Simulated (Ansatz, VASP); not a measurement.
One calculation of AgCl, two programs

INCAR

```
PREC = Accurate
ENCUT = 520
EDIFF = 1E-7
ISMEAR = 0
SIGMA = 0.05
LREAL = F
LASPH = T
NELM = 100
ALGO = Normal
ISIF = 2
LWAVE = F
LCHARG = F
NBANDS = 16
```

KPOINTS

```
regular mesh
0
Gamma
  8 8 8
```

POSCAR

```
AgCl
1.0
    0.0000000000      2.7176870000      2.7731500000
    2.7731500000      0.0000000000      2.7731500000
    2.7731500000      2.7176870000      0.0000000000
Ag Cl
1 1
Direct
    0.5000000000      0.5000000000      0.5000000000
    0.0000000000      0.0000000000      0.0000000000
```

Input for Ansatz:

```yaml
crystal:
  lattice:
    - [0.0, 2.717687, 2.77315]
    - [2.77315, 0.0, 2.77315]
    - [2.77315, 2.717687, 0.0]
  atoms:
    - { symbol: Ag, position: [0.5, 0.5, 0.5] }
    - { symbol: Cl, position: [0.0, 0.0, 0.0] }
basis:
  ecutwfc: 420
kpoints:
  mp_grid: { grid: [8, 8, 8] }
hamiltonian:
  xc: lda
scf:
  occupations: { method: gaussian, width: 0.05 }
output:
  forces: true
  stress: true
  eigenvalues: true
```

Change from the starting cell: strain -0.0200 x Voigt [0, 1, 0, 0, 0, 0], atoms carried along.

Alike in both runs: task single point; functional LDA; k mesh 8 × 8 × 8; occupations gaussian, width 0.05 eV; no spin polarisation.

```csv
,VASP,Ansatz
version,VASP 6.6.1,Ansatz 0.2.0
potentials or method,"VASP PAW LDA potentials, release 64 (Ag, Cl), cutoff 520 eV","scalar-relativistic, plane waves, PAW"
valence electrons in the cell,18,26
```

```tsv
	VASP	Ansatz	Ansatz less VASP
gap on the k mesh at the Fermi level (eV)	0.58	0.55	-0.027
least direct gap on the mesh (eV)	3.01	2.98	-0.027
pressure (GPa)	-4.7	-4.7	-0.01
traceless stress, the component that is largest in VASP (GPa)	0.16	0.15	-0.008
```

LDA's correlation is that of Perdew and Zunger in VASP and of Perdew and Wang (1992) in Ansatz. VASP's potentials hold 18 valence electrons a cell and Ansatz's 26, so a difference there can come from the potentials and not from the codes.
